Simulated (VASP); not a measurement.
# TaN (Fm-3m) in VASP: a series of runs

The runs below take TaN through vibrations by perturbation theory, with PBE.

Everything below comes from runs of VASP 6.6.1. Logs are shortened: lines on timing, memory, paths and dates and some standing lists are left out, and cuts for length are marked.

**1. The cell of the first run**

It takes space group Fm-3m (No. 225, cubic). The conventional cell has a = 4.249 Å, b = 4.249 Å, c = 4.249 Å, α = 90.00°, β = 90.00°, γ = 90.00°. Ta (site symmetry m-3m) has 6 N at 2.12 Å within 2.8 Å. Within 2.8 Å of N (site symmetry m-3m) lie 6 Ta at 2.12 Å.

**2. Vibrations by perturbation theory, PBE**

File INCAR:

```
PREC = Accurate ; ENCUT = 520
EDIFF = 1E-8 ; ISMEAR = -1
SIGMA = 0.15 ; LREAL = F
LASPH = T ; NELM = 60
ALGO = Normal ; ISIF = 2
LWAVE = F ; LCHARG = F
GGA = PE ; NBANDS = 15
IBRION = 8 ; NSW = 1
```

File KPOINTS:

```
Automatic mesh
0
Gamma
  18 18 18
```

File POSCAR:

```
TaN
1.0
    0.0000000000      2.1242973382      2.1242973382
    2.1242973382      0.0000000000      2.1242973382
    2.1242973382      2.1242973382      0.0000000000
Ta N
1 1
Direct
    0.5000000000      0.5000000000      0.5000000000
    0.0000000000      0.0000000000      0.0000000000
```

Potentials or basis: VASP PAW PBE potentials, release 64 (Ta_pv, N).

Started as:

```
cat potpaw_PBE.64/Ta_pv/POTCAR potpaw_PBE.64/N/POTCAR > POTCAR
mpirun -np 1 vasp_std > vasp.out
```

OUTCAR:

```text
PREC = Accurate
   ENCUT = 520
   EDIFF = 1E-8
   ISMEAR = -1
   LREAL = F
   LASPH = T
   NELM = 60
   ISIF = 2
   GGA = PE
   IBRION = 8
   NSW = 1

 ion  position               nearest neighbor table
   1  0.500  0.500  0.500-   2 2.12   2 2.12   2 2.12   2 2.12   2 2.12   2 2.12
   2  0.000  0.000  0.000-   1 2.12   1 2.12   1 2.12   1 2.12   1 2.12   1 2.12

  LATTYP: Found a face centered cubic cell.
 ALAT       =     4.2485946764

  Lattice vectors:

 A1 = (   0.0000000000,   2.1242973382,   2.1242973382)
 A2 = (   2.1242973382,   0.0000000000,   2.1242973382)
 A3 = (   2.1242973382,   2.1242973382,   0.0000000000)

Analysis of symmetry for initial positions (statically):
=====================================================================
 Subroutine PRICEL returns:
 Original cell was already a primitive cell.

 Routine SETGRP: Setting up the symmetry group for a
 face centered cubic supercell.

 Subroutine GETGRP returns: Found 48 space group operations
 (whereof 48 operations were pure point group operations)
 out of a pool of 48 trial point group operations.

The static configuration has the point symmetry O_h .

Analysis of symmetry for dynamics (positions and initial velocities):
=====================================================================
 Subroutine PRICEL returns:
 Original cell was already a primitive cell.

 Routine SETGRP: Setting up the symmetry group for a
 face centered cubic supercell.

 Subroutine GETGRP returns: Found 48 space group operations
 (whereof 48 operations were pure point group operations)
 out of a pool of 48 trial point group operations.

The dynamic configuration has the point symmetry O_h .

 Subroutine INISYM returns: Found 48 space group operations
 (whereof 48 operations are pure point group operations),
 and found     1 'primitive' translations

----------------------------------------------------------------------------------------

[... 590 lines left out ...]
  external PRESSURE =     514.6106300 kB  Pullay stress =       0.0000000 kB

 VOLUME and BASIS-vectors are now :
 -----------------------------------------------------------------------------
  energy-cutoff  :      520.00
  volume of cell :       19.17
      direct lattice vectors                 reciprocal lattice vectors
     0.000000000  2.124297338  2.124297338    -0.235371947  0.235371947  0.235371947
     2.124297338  0.000000000  2.124297338     0.235371947 -0.235371947  0.235371947
     2.124297338  2.124297338  0.000000000     0.235371947  0.235371947 -0.235371947

 POSITION                                       TOTAL-FORCE (eV/Angst)
 -----------------------------------------------------------------------------------
      2.12430      2.12430      2.12430         0.000000      0.000000      0.000000
      0.00000      0.00000      0.00000         0.000000     -0.000000      0.000000
 -----------------------------------------------------------------------------------
    total drift:                                0.000000     -0.000000     -0.000000

  FREE ENERGIE OF THE ION-ELECTRON SYSTEM (eV)
  ---------------------------------------------------
  free  energy   TOTEN  =       -21.5049797114 eV

  energy  without entropy=      -21.4529303949  energy(sigma->0) =      -21.47895505

[... ionic steps 2 to 3 ...]

--------------------------------------- Ionic step        4  -------------------------------------------

------------------------ aborting loop because EDIFF is reached ----------------------------------------

[... ionic steps 5 to 6 ...]

--------------------------------------- Ionic step        7  -------------------------------------------

 Free energy of the ion-electron system (eV)
  ---------------------------------------------------
  ---------------------------------------------------
  free energy    TOTEN  =        -0.23764013 eV

  energy without entropy =       -0.23764013

------------------------ aborting loop because EDIFF is reached ----------------------------------------

 INTERNAL STRAIN TENSOR  FOR ION    2  DIRECTION 1   (eV/Angst):
 -----------------------------------------------------------------------------
     0.16610  0.00000 -0.00000
    -0.00000 -0.08212 -0.00000
    -0.00000 -0.00000 -0.08212

 INTERNAL STRAIN TENSOR FOR ION    2 for displacements in x,y,z  (eV/Angst):
          X           Y           Z          XY          YZ          ZX
  --------------------------------------------------------------------------------
  x     0.00000     0.00000     0.00000     0.00000     0.00000     0.00000
  y     0.00000     0.00000     0.00000     0.00000     0.00000     0.00000
  z     0.00000     0.00000     0.00000     0.00000     0.00000     0.00000

 SECOND DERIVATIVES (NOT SYMMETRIZED)
 ------------------------------------
               1X          1Y          1Z          2X          2Y          2Z
  1X   -13.619259    0.000000    0.000000   13.619259    0.000000    0.000000
  1Y     0.000000  -13.619259    0.000000    0.000000   13.619259    0.000000
  1Z     0.000000    0.000000  -13.619259    0.000000    0.000000   13.619259
  2X    13.613531    0.000000    0.000000  -13.613531    0.000000    0.000000
  2Y     0.000000   13.613531    0.000000    0.000000  -13.613531    0.000000
  2Z     0.000000    0.000000   13.613531    0.000000    0.000000  -13.613531

 Eigenvectors and eigenvalues of the dynamical matrix
 ----------------------------------------------------

   1 f  =   16.000987 THz   100.537164 2PiTHz  533.735461 cm-1    66.174733 meV
             X         Y         Z           dx          dy          dz
      2.124297  2.124297  2.124297     0.000000    0.268043    0.000000
      0.000000  0.000000  0.000000     0.000000   -0.963407    0.000000
[... 21 lines left out ...]
   6 f/i=    0.000869 THz     0.005461 2PiTHz    0.028993 cm-1     0.003595 meV
             X         Y         Z           dx          dy          dz
      2.124297  2.124297  2.124297     0.000000    0.000000    0.963407
      0.000000  0.000000  0.000000     0.000000    0.000000    0.268043

--------------------------------------------------------------------------------------------------------

 ELASTIC MODULI CONTR FROM IONIC RELAXATION (kBar)
 Direction    XX          YY          ZZ          XY          YZ          ZX
 --------------------------------------------------------------------------------
 XX           0.0000      0.0000      0.0000      0.0000      0.0000      0.0000
 YY           0.0000      0.0000      0.0000      0.0000      0.0000      0.0000
 ZZ           0.0000      0.0000      0.0000      0.0000      0.0000      0.0000
 XY           0.0000      0.0000      0.0000      0.0000      0.0000      0.0000
 YZ           0.0000      0.0000      0.0000      0.0000      0.0000      0.0000
 ZX           0.0000      0.0000      0.0000      0.0000      0.0000      0.0000
 --------------------------------------------------------------------------------
```

OSZICAR:

```text
N       E                     dE             d eps       ncg     rms          rms(c)
DAV:   1     0.900707275667E+02    0.90071E+02   -0.87947E+03  5857   0.115E+03
DAV:   2    -0.219730279868E+02   -0.11204E+03   -0.10596E+03  7160   0.310E+02
DAV:   3    -0.245437588711E+02   -0.25707E+01   -0.25568E+01  6557   0.440E+01
DAV:   4    -0.245525853703E+02   -0.88265E-02   -0.88239E-02  7552   0.275E+00
[... 46 lines left out ...]
RMM:   9    -0.237640302302E+00    0.79306E-06    0.12176E-09 25937   0.172E-04    0.115E-05
RMM:  10    -0.237640069070E+00    0.23323E-06   -0.73966E-10 27775   0.452E-05    0.505E-06
RMM:  11    -0.237640119675E+00   -0.50605E-07    0.13234E-09 25946   0.112E-05    0.102E-06
RMM:  12    -0.237640134735E+00   -0.15060E-07    0.38910E-09 22308   0.382E-06    0.259E-07
RMM:  13    -0.237640132962E+00    0.17732E-08    0.42817E-09  9724   0.184E-06    0.114E-07
 Linear response finished
```

Wall time 2.4 min (1 thread of Intel Xeon 6975P-C (Granite Rapids), shared host); peak memory 0.4 GiB.

What came out:

| Quantity | Value |
| --- | --- |
| Highest phonon frequency at Γ, LO-TO splitting left out | 534 cm⁻¹ |

Phonon frequencies in cm⁻¹ (negative: imaginary):
| q point | frequencies |
| --- | --- |
| (0.000, 0.000, 0.000) | 0 0 0 534 534 534 |

Caveat: the cell wasn't relaxed at this level first, which shifts response properties; spin-orbit coupling is left out, which moves the levels of the heavy elements.

(Continued in part 2 of 2.)
